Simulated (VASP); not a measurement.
# GdN (Fm-3m) in VASP: a series of runs

Aim: see how the results for GdN move with the level of theory and the settings. Levels: r2SCAN+rVV10+U, r2SCAN+D4+U, r2SCAN+U. Tasks: single point.

All numbers are computed with VASP 6.6.1; they aren't measurements. Logs are shortened: lines on timing, memory, paths and dates and some standing lists are left out, and cuts for length are marked.

## 1. The cell of the first run

Symmetry: Fm-3m, No. 225, cubic system. The conventional cell has a = 4.938 Å, b = 4.938 Å, c = 4.938 Å, α = 90.00°, β = 90.00°, γ = 90.00°. Within 3.3 Å of Gd (site symmetry m-3m) lie 6 N at 2.47 Å. N (site symmetry m-3m) has 6 Gd at 2.47 Å within 3.3 Å.

## 2. Single point, r2SCAN+rVV10+U, collinear spin, ferrimagnetic start (volume scaled by 0.98)

File POSCAR:

```
GdN
1.0
    0.0000000000      2.4687900844      2.4687900844
    2.4687900844      0.0000000000      2.4687900844
    2.4687900844      2.4687900844      0.0000000000
Gd N
1 1
Direct
    0.5000000000      0.5000000000      0.5000000000
    0.0000000000      0.0000000000      0.0000000000
```

File INCAR.step1:

```
SYSTEM = GdN
  PREC = Accurate
  ENCUT = 520
  ISMEAR = 0
  SIGMA = 0.05
  LREAL = .False.
  LASPH = .True.
  NELM = 150
  ISPIN = 2
  MAGMOM = 7.65 -0.18
  LMAXMIX = 6
  LDAU = .True.
  LDAUTYPE = 2
  LDAUL = 3 -1
  LDAUU = 4 0
  LDAUJ = 0 0
  NBANDS = 22
  GGA = PE
  ALGO = Normal
  EDIFF = 1E-4
  LWAVE = .True.
  LCHARG = .False.
```

File INCAR.step2:

```
SYSTEM = GdN
  PREC = Accurate
  ENCUT = 520
  EDIFF = 1E-7
  ISMEAR = 0
  SIGMA = 0.05
  LREAL = .False.
  LASPH = .True.
  NELM = 150
  ALGO = Normal
  ISIF = 2
  LWAVE = .False.
  LCHARG = .True.
  ISPIN = 2
  MAGMOM = 7.65 -0.18
  LORBIT = 11
  LMAXMIX = 6
  LDAU = .True.
  LDAUTYPE = 2
  LDAUL = 3 -1
  LDAUU = 4 0
  LDAUJ = 0 0
  LDAUPRINT = 1
  METAGGA = R2SCAN
  LMIXTAU = .True.
  LUSE_VDW = .True.
  IVDW_NL = 2
  BPARAM = 11.95
  CPARAM = 0.0093
  LELF = .True.
  LVHAR = .True.
  NBANDS = 22
  ISTART = 1
```

File KPOINTS:

```
regular mesh
0
Gamma
  8 8 8
  0 0 0
```

Potentials or basis: VASP PAW PBE potentials, release 64 (Gd, N).

Started as:

```console
cat potpaw_PBE.64/Gd/POTCAR potpaw_PBE.64/N/POTCAR > POTCAR
cp INCAR.step1 INCAR
mpirun -np 1 vasp_std > vasp.out
cp INCAR.step2 INCAR
mpirun -np 1 vasp_std > vasp.out
```

OUTCAR:

```text
SYSTEM = GdN
   PREC = Accurate
   ENCUT = 520
   EDIFF = 1E-7
   ISMEAR = 0
   LREAL = .False.
   LASPH = .True.
   NELM = 150
   ISIF = 2
   ISPIN = 2
   LORBIT = 11
   METAGGA = R2SCAN
   IVDW_NL = 2
   BPARAM = 11.95
   ISTART = 1

 ion  position               nearest neighbor table
   1  0.500  0.500  0.500-   2 2.47   2 2.47   2 2.47   2 2.47   2 2.47   2 2.47
   2  0.000  0.000  0.000-   1 2.47   1 2.47   1 2.47   1 2.47   1 2.47   1 2.47

  LATTYP: Found a face centered cubic cell.
 ALAT       =     4.9375801688

  Lattice vectors:

 A1 = (   0.0000000000,   2.4687900844,   2.4687900844)
 A2 = (   2.4687900844,   0.0000000000,   2.4687900844)
 A3 = (   2.4687900844,   2.4687900844,   0.0000000000)

Analysis of symmetry for initial positions (statically):
=====================================================================
 Subroutine PRICEL returns:
 Original cell was already a primitive cell.

 Routine SETGRP: Setting up the symmetry group for a
 face centered cubic supercell.

 Subroutine GETGRP returns: Found 48 space group operations
 (whereof 48 operations were pure point group operations)
 out of a pool of 48 trial point group operations.

The static configuration has the point symmetry O_h .

Analysis of symmetry for dynamics (positions and initial velocities):
=====================================================================
 Subroutine PRICEL returns:
 Original cell was already a primitive cell.

 Routine SETGRP: Setting up the symmetry group for a
 face centered cubic supercell.

 Subroutine GETGRP returns: Found 48 space group operations
 (whereof 48 operations were pure point group operations)
 out of a pool of 48 trial point group operations.

The dynamic configuration has the point symmetry O_h .

Analysis of structural, dynamic, and magnetic symmetry:
=====================================================================
 Subroutine PRICEL returns:
 Original cell was already a primitive cell.

 Routine SETGRP: Setting up the symmetry group for a
 face centered cubic supercell.

 Subroutine GETGRP returns: Found 48 space group operations
 (whereof 48 operations were pure point group operations)
 out of a pool of 48 trial point group operations.

The overall configuration has the point symmetry O_h .

 Subroutine INISYM returns: Found 48 space group operations
 (whereof 48 operations are pure point group operations),
 and found     1 'primitive' translations

----------------------------------------------------------------------------------------

                                     Primitive cell

  volume of cell :      30.0942

  direct lattice vectors                    reciprocal lattice vectors
     0.000000000  2.468790084  2.468790084    -0.202528357  0.202528357  0.202528357
     2.468790084  0.000000000  2.468790084     0.202528357 -0.202528357  0.202528357
     2.468790084  2.468790084  0.000000000     0.202528357  0.202528357 -0.202528357
[... 112 lines left out ...]
   J (eV)           for each species LDAUJ =   0.0  0.0
   METAGGA = R2SCAN    functional components
   LHFCALC =     F    Hartree Fock is set to
   AEXX    =    0.0000 exact exchange contribution
   IVDW_NL    =     2    kernel type
   BPARAM     =11.9500
   IVDW    =     0    specifies the selected vdW correction
   LEPSILON=     F    determine dielectric tensor
   LRPA    =     F    only Hartree local field effects (RPA)
 spin polarized calculation
 Gauss-broadening in eV      SIGMA  =   0.05
  energy-cutoff  :      520.00
  volume of cell :       30.09
 maximum number of plane-waves:       869
 NGX is ok and might be reduce to    28
   NGX = 13   NGY = 13   NGZ = 13

atom =   1  type =  1  l = 3

 onsite density matrix

spin component  1

  0.9918 -0.0000  0.0011 -0.0000 -0.0000 -0.0000  0.0000
 -0.0000  0.9888  0.0000  0.0000  0.0000 -0.0000 -0.0000
  0.0011  0.0000  0.9912  0.0000 -0.0000 -0.0000  0.0000
 -0.0000  0.0000  0.0000  0.9926  0.0000  0.0000  0.0000
 -0.0000  0.0000 -0.0000  0.0000  0.9912 -0.0000 -0.0011
 -0.0000 -0.0000 -0.0000  0.0000 -0.0000  0.9903 -0.0000
  0.0000 -0.0000  0.0000  0.0000 -0.0011 -0.0000  0.9918

spin component  2

  0.0085 -0.0000  0.0038  0.0000 -0.0000  0.0000 -0.0000
 -0.0000  0.0003 -0.0000 -0.0000 -0.0000  0.0000 -0.0000
  0.0038 -0.0000  0.0066  0.0000 -0.0000  0.0000  0.0000
  0.0000 -0.0000  0.0000  0.0115  0.0000 -0.0000  0.0000
 -0.0000 -0.0000 -0.0000  0.0000  0.0066  0.0000 -0.0038
  0.0000  0.0000  0.0000 -0.0000  0.0000  0.0036  0.0000
 -0.0000 -0.0000  0.0000  0.0000 -0.0038  0.0000  0.0085

 occupancies and eigenvectors

  o =  0.0003  v =  0.0000  0.0000  0.0000  0.0000  0.0000  0.0000  0.0000 -0.0000  1.0000  0.0000  0.0000  0.0000 -0.0000  0.0000      0.0000  0.0000  0.0000  0.0000  0.0000  0.0000  0.0000  0.0000  0.0000  0.0000  0.0000  0.0000  0.0000  0.0000
  o =  0.0036  v =  0.0000  0.0000  0.0000  0.0000  0.0000  0.0000  0.0000 -0.0001 -0.0000  0.0001 -0.0000 -0.0000 -1.0000 -0.0000      0.0000  0.0000  0.0000  0.0000  0.0000  0.0000  0.0000  0.0000  0.0000  0.0000  0.0000  0.0000  0.0000  0.0000
  o =  0.0036  v =  0.0000  0.0000  0.0000  0.0000  0.0000  0.0000  0.0000  0.6124  0.0000 -0.7906  0.0000  0.0029 -0.0001  0.0022      0.0000  0.0000  0.0000  0.0000  0.0000  0.0000  0.0000  0.0000  0.0000  0.0000  0.0000  0.0000  0.0000  0.0000
  o =  0.0036  v =  0.0000  0.0000  0.0000  0.0000  0.0000  0.0000  0.0000 -0.0022 -0.0000  0.0029 -0.0000  0.7906 -0.0000  0.6124      0.0000  0.0000  0.0000  0.0000  0.0000  0.0000  0.0000  0.0000  0.0000  0.0000  0.0000  0.0000  0.0000  0.0000
  o =  0.0115  v =  0.0000  0.0000  0.0000  0.0000  0.0000  0.0000  0.0000 -0.0056  0.0000 -0.0043  1.0000 -0.0019 -0.0000  0.0024      0.0000  0.0000  0.0000  0.0000  0.0000  0.0000  0.0000  0.0000  0.0000  0.0000  0.0000  0.0000  0.0000  0.0000
  o =  0.0115  v =  0.0000  0.0000  0.0000  0.0000  0.0000  0.0000  0.0000 -0.7905  0.0000 -0.6124 -0.0071 -0.0010  0.0000  0.0013      0.0000  0.0000  0.0000  0.0000  0.0000  0.0000  0.0000  0.0000  0.0000  0.0000  0.0000  0.0000  0.0000  0.0000
  o =  0.0115  v =  0.0000  0.0000  0.0000  0.0000  0.0000  0.0000  0.0000 -0.0013  0.0000 -0.0010  0.0030  0.6124 -0.0000 -0.7906      0.0000  0.0000  0.0000  0.0000  0.0000  0.0000  0.0000  0.0000  0.0000  0.0000  0.0000  0.0000  0.0000  0.0000
  o =  0.9888  v = -0.0000  1.0000  0.0000  0.0000  0.0000 -0.0000  0.0000  0.0000  0.0000  0.0000  0.0000  0.0000  0.0000  0.0000      0.0000  0.0000  0.0000  0.0000  0.0000  0.0000  0.0000  0.0000  0.0000  0.0000  0.0000  0.0000  0.0000  0.0000
  o =  0.9903  v =  0.0006 -0.0000 -0.0008  0.0000  0.7906 -0.0056  0.6124  0.0000  0.0000  0.0000  0.0000  0.0000  0.0000  0.0000      0.0000  0.0000  0.0000  0.0000  0.0000  0.0000  0.0000  0.0000  0.0000  0.0000  0.0000  0.0000  0.0000  0.0000
  o =  0.9903  v = -0.6124 -0.0000  0.7906 -0.0000  0.0008  0.0000  0.0006  0.0000  0.0000  0.0000  0.0000  0.0000  0.0000  0.0000      0.0000  0.0000  0.0000  0.0000  0.0000  0.0000  0.0000  0.0000  0.0000  0.0000  0.0000  0.0000  0.0000  0.0000
  o =  0.9903  v =  0.0000  0.0000 -0.0000 -0.0000  0.0044  1.0000  0.0034  0.0000  0.0000  0.0000  0.0000  0.0000  0.0000  0.0000      0.0000  0.0000  0.0000  0.0000  0.0000  0.0000  0.0000  0.0000  0.0000  0.0000  0.0000  0.0000  0.0000  0.0000
  o =  0.9926  v = -0.0000 -0.0000 -0.0000  0.0389 -0.6119  0.0000  0.7900  0.0000  0.0000  0.0000  0.0000  0.0000  0.0000  0.0000      0.0000  0.0000  0.0000  0.0000  0.0000  0.0000  0.0000  0.0000  0.0000  0.0000  0.0000  0.0000  0.0000  0.0000
  o =  0.9926  v =  0.7906 -0.0000  0.6124  0.0000 -0.0000 -0.0000  0.0000  0.0000  0.0000  0.0000  0.0000  0.0000  0.0000  0.0000      0.0000  0.0000  0.0000  0.0000  0.0000  0.0000  0.0000  0.0000  0.0000  0.0000  0.0000  0.0000  0.0000  0.0000
  o =  0.9926  v = -0.0000 -0.0000  0.0000  0.9992  0.0238  0.0000 -0.0308  0.0000  0.0000  0.0000  0.0000  0.0000  0.0000  0.0000      0.0000  0.0000  0.0000  0.0000  0.0000  0.0000  0.0000  0.0000  0.0000  0.0000  0.0000  0.0000  0.0000  0.0000

 number of electron      23.0000004 magnetization       7.0000006

 Free energy of the ion-electron system (eV)
  ---------------------------------------------------
  ext. energy  EPLUGINS =         0.00000000
  ---------------------------------------------------
  free energy    TOTEN  =       -53.04467843 eV

  energy without entropy =      -53.04467624  energy(sigma->0) =      -53.04467733

 E-fermi :   3.8748     XC(G=0): -12.4524

 val. band max:        3.7556410951   @ k =   0.1250   0.1250   0.0000
 cond. band min:       3.9871116731   @ k =   0.3750   0.3750   0.0000
 fundamental gap:      0.2314705779
 Fermi energy:         3.8748401007

 spin component 1

 k-point     1 :       0.0000    0.0000    0.0000
  band No.  band energies     occupation
      1     -41.3379      1.00000
      2     -17.6361      1.00000
      3     -17.6360      1.00000
      4     -17.6360      1.00000
      5      -9.8939      1.00000
      6      -1.7961      1.00000
[... 1193 lines left out ...]
     21      16.9416      0.00000
     22      18.2681      0.00000

 [... further k-points ...]
[... 5 lines left out ...]
  --------------------------------------------------------------------------------------
  -------------------------------------------------------------------------------------
  Total        0.7115017      0.7115017      0.7115017      0.0000000      0.0000000     -0.0000000
  in kB       37.8794813     37.8794813     37.8794813      0.0000000      0.0000000     -0.0000000
  external PRESSURE =      37.8794813 kB  Pullay stress =       0.0000000 kB

 VOLUME and BASIS-vectors are now :
 -----------------------------------------------------------------------------
  energy-cutoff  :      520.00
  volume of cell :       30.09
      direct lattice vectors                 reciprocal lattice vectors
     0.000000000  2.468790084  2.468790084    -0.202528357  0.202528357  0.202528357
     2.468790084  0.000000000  2.468790084     0.202528357 -0.202528357  0.202528357
     2.468790084  2.468790084  0.000000000     0.202528357  0.202528357 -0.202528357

 POSITION                                       TOTAL-FORCE (eV/Angst)
 -----------------------------------------------------------------------------------
      2.46879      2.46879      2.46879         0.000000      0.000000     -0.000000
      0.00000      0.00000      0.00000        -0.000000     -0.000000      0.000000
 -----------------------------------------------------------------------------------
    total drift:                                0.000000      0.000000      0.000000

  FREE ENERGIE OF THE ION-ELECTRON SYSTEM (eV)
  ---------------------------------------------------
  free  energy   TOTEN  =       -53.0446784297 eV

  energy  without entropy=      -53.0446762368  energy(sigma->0) =      -53.04467733

 total charge

# of ion       s       p       d       f       tot
--------------------------------------------------
    1        2.041   5.701   0.536   6.976  15.254
    2        1.255   2.432   0.000   0.000   3.687
--------------------------------------------------
tot          3.296   8.133   0.536   6.976  18.941

 magnetization (x)

# of ion       s       p       d       f       tot
--------------------------------------------------
    1       -0.011  -0.132   0.080   6.887   6.825
    2       -0.012  -0.125   0.000   0.000  -0.137
--------------------------------------------------
tot         -0.023  -0.257   0.080   6.887   6.687
```

Run time: 4.3 min. Hardware: 1 thread of Intel Xeon Platinum 8488C (Sapphire Rapids), shared host; peak memory 0.31 GiB.

What came out:

| Item | Value |
| --- | --- |
| Free energy | -53.0447 eV |
| Pressure | 3.8 GPa |
| Band gap on the k mesh | zero (filled and empty bands overlap) |
| Net moment | 7.00 μB per cell |
| Site moments | Gd +6.83; N -0.14 μB |
| Valence electrons inside the program's atomic spheres | Gd 15.25; N 3.69 |

Eigenvalues of the final occupation matrices:
```
    site  spin  trace                         eigenvalues
site 1 f     1   6.94  0.99 0.99 0.99 0.99 0.99 0.99 0.99
site 1 f     2   0.05  0.00 0.00 0.00 0.00 0.01 0.01 0.01
```

Caveat: the PAW data sets were made with another functional, which shifts forces and pressure a little; spin-orbit coupling is left out, which moves the levels of the heavy elements; a cell with one magnetic atom can't hold antiferromagnetic order, which such compounds often take. The state reached can hang on the start; a lower one may exist.

## 3. Single point, r2SCAN+D4+U, collinear spin, ferrimagnetic start (volume scaled by 0.98)

File POSCAR:

```
GdN
1.0
    0.0000000000      2.4693702052      2.4693702052
    2.4693702052      0.0000000000      2.4693702052
    2.4693702052      2.4693702052      0.0000000000
Gd N
1 1
Direct
    0.5000000000      0.5000000000      0.5000000000
    0.0000000000      0.0000000000      0.0000000000
```

File INCAR.step1:

```
SYSTEM = GdN
PREC = Accurate
ENCUT = 520
ISMEAR = 0
SIGMA = 0.05
LREAL = .FALSE.
LASPH = .TRUE.
NELM = 150
ISPIN = 2
MAGMOM = 7.65 -0.18
LMAXMIX = 6
LDAU = .TRUE.
LDAUTYPE = 2
LDAUL = 3 -1
LDAUU = 4 0
LDAUJ = 0 0
NBANDS = 22
GGA = PE
ALGO = Normal
EDIFF = 1E-4
LWAVE = .TRUE.
LCHARG = .FALSE.
```

File INCAR.step2:

```
SYSTEM = GdN
PREC = Accurate
ENCUT = 520
EDIFF = 1E-6
ISMEAR = 0
SIGMA = 0.05
LREAL = .FALSE.
LASPH = .TRUE.
NELM = 150
ALGO = Normal
ISIF = 2
LWAVE = .FALSE.
LCHARG = .FALSE.
ISPIN = 2
MAGMOM = 7.65 -0.18
LORBIT = 11
LMAXMIX = 6
LDAU = .TRUE.
LDAUTYPE = 2
LDAUL = 3 -1
LDAUU = 4 0
LDAUJ = 0 0
LDAUPRINT = 1
METAGGA = R2SCAN
LMIXTAU = .TRUE.
IVDW = 13
VDW_S6 = 1.0
VDW_S8 = 0.6018749
VDW_A1 = 0.51559235
VDW_A2 = 5.77342911
NBANDS = 22
ISTART = 1
```

File KPOINTS:

```
Automatic mesh
0
G
  8 8 8
  0 0 0
```

Potentials or basis: VASP PAW PBE potentials, release 64 (Gd, N).

Started as:

```console
cat potpaw_PBE.64/Gd/POTCAR potpaw_PBE.64/N/POTCAR > POTCAR
cp INCAR.step1 INCAR
mpirun -np 1 vasp_std > vasp.out
cp INCAR.step2 INCAR
mpirun -np 1 vasp_std > vasp.out
```

Wall time 2 min (1 thread of AMD EPYC 9R45 (Zen 5), shared host); peak memory 0.18 GiB.

Results (log left out):

| Quantity | Value |
| --- | --- |
| Free energy | -53.8463 eV |
| Pressure | 3.6 GPa |
| Band gap on the k mesh | zero (filled and empty bands overlap) |
| Net moment | 7.00 μB per cell |
| Site moments | Gd +6.82; N -0.14 μB |
| Valence electrons inside the program's atomic spheres | Gd 15.26; N 3.69 |
| Dispersion energy per atom | -0.126 eV |

Levels at points of the mesh, in eV from the Fermi level:
Spin up:
| k point | band 11 | band 12 | band 13 | band 14 | band 15 | band 16 | band 17 | band 18 | band 19 | band 20 |
| --- | --- | --- | --- | --- | --- | --- | --- | --- | --- | --- |
| (0.00, 0.00, 0.00) | -5.42 | -5.42 | 0.22 | 0.22 | 0.22 | 2.86 | 2.86 | 2.86 | 4.11 | 5.06 |
| (0.50, 0.00, 0.00) | -5.42 | -5.39 | -4.43 | -2.64 | -2.64 | 5.76 | 6.41 | 6.41 | 7.35 | 10.82 |
| (0.50, 0.50, 0.00) | -5.49 | -5.46 | -1.36 | -0.20 | -0.19 | -0.19 | 6.99 | 7.30 | 8.11 | 8.11 |
Spin down:
| k point | band 6 | band 7 | band 8 | band 9 | band 10 | band 11 |
| --- | --- | --- | --- | --- | --- | --- |
| (0.00, 0.00, 0.00) | -0.57 | -0.57 | -0.57 | 3.82 | 3.82 | 3.82 |
| (0.50, 0.00, 0.00) | -4.11 | -2.57 | -2.57 | 4.89 | 5.27 | 5.27 |
| (0.50, 0.50, 0.00) | -0.98 | -0.57 | -0.57 | 0.56 | 5.38 | 5.38 |

Eigenvalues of the final occupation matrices:
| site | spin | trace | eigenvalues |
| --- | --- | --- | --- |
| site 1 f | 1 | 6.94 | 0.99 0.99 0.99 0.99 0.99 0.99 0.99 |
| site 1 f | 2 | 0.05 | 0.00 0.00 0.00 0.00 0.01 0.01 0.01 |

Caveat: the PAW data sets were made with another functional, which shifts forces and pressure a little; spin-orbit coupling is left out, which moves the levels of the heavy elements; a cell with one magnetic atom can't hold antiferromagnetic order, which such compounds often take; pairwise dispersion overbinds metals, which lowers pressure and volume. The state reached can hang on the start; a lower one may exist.

(Part 1 of 2 ends here.)
